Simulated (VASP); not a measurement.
Write the native input for VASP 6.6.1 that does the following.

| Quantity | Value |
| --- | --- |
| Task | single point |
| Functional | r2SCAN |
| Potentials or basis | VASP PAW PBE potentials, release 64 (Mg_sv, O) |
| Cutoff | 750 eV |
| k mesh | 10 × 10 × 10 |
| Occupations | gaussian, width 0.02 eV |
| Spin | no spin polarisation |
| Dipole correction | no |
| Mended | yes |
| Further INCAR settings | ALGO = Normal; EDIFF = 1e-06; NBANDS = 15 |

Crystal: MgO.

```
Mg O
1.0
     0.00000    2.12685    2.12685
     2.12685    0.00000    2.12685
     2.12685    2.12685    0.00000
Mg O
1 1
Direct
  0.00000 0.00000 0.00000
  0.50000 0.50000 0.50000
```

The input as run:

POSCAR

```
MgO
1.0
    0.0000000000      2.1268522620      2.1268522620
    2.1268522620      0.0000000000      2.1268522620
    2.1268522620      2.1268522620      0.0000000000
Mg O
1 1
Direct
    0.0000000000      0.0000000000      0.0000000000
    0.5000000000      0.5000000000      0.5000000000
```

INCAR.step1

```
ALGO     = Normal         # electronic algorithm
EDIFF    = 1E-5           # SCF threshold, eV
ENCUT    = 750            # plane-wave cutoff, eV
GGA      = PE             # functional
GGA_COMPAT= False        
ISMEAR   = 0              # smearing method
LASPH    = True           # aspherical terms in the spheres
LCHARG   = False          # write CHGCAR
LREAL    = False          # projectors in reciprocal space
LWAVE    = True           # write WAVECAR
NBANDS   = 15             # bands
NELM     = 120            # most SCF steps
PREC     = Accurate       # precision mode
SIGMA    = 0.02           # smearing width, eV
```

INCAR.step2

```
ALGO     = Normal         # electronic algorithm
EDIFF    = 1E-6           # SCF threshold, eV
ENCUT    = 750            # plane-wave cutoff, eV
GGA_COMPAT= False        
ISIF     = 2              # what is computed and relaxed
ISMEAR   = 0              # smearing method
ISTART   = 1            
LASPH    = True           # aspherical terms in the spheres
LCHARG   = False          # write CHGCAR
LMIXTAU  = True         
LREAL    = False          # projectors in reciprocal space
LWAVE    = False          # write WAVECAR
METAGGA  = R2SCAN         # meta-GGA
NBANDS   = 15             # bands
NELM     = 120            # most SCF steps
PREC     = Accurate       # precision mode
SIGMA    = 0.02           # smearing width, eV
```

KPOINTS

```
k-points
0
Gamma
  10 10 10
```

Potentials or basis: VASP PAW PBE potentials, release 64 (Mg_sv, O).

Command:

```console
$ cat potpaw_PBE.64/Mg_sv/POTCAR potpaw_PBE.64/O/POTCAR > POTCAR
$ cp INCAR.step1 INCAR
$ mpirun -np 1 vasp_std > vasp.out
$ cp INCAR.step2 INCAR
$ mpirun -np 1 vasp_std > vasp.out
```

It gave:

```yaml
Pressure: -5.4 GPa
Band_gap_on_the_k_mesh: 5.36 eV
```

Caveat: the cell stands under tension; the PAW data sets were made with another functional, which shifts forces and pressure a little.

Run time: 81 s on 1 thread of AMD EPYC 7R13 Processor (Zen 3) (shared host), peak memory 0.14 GiB.
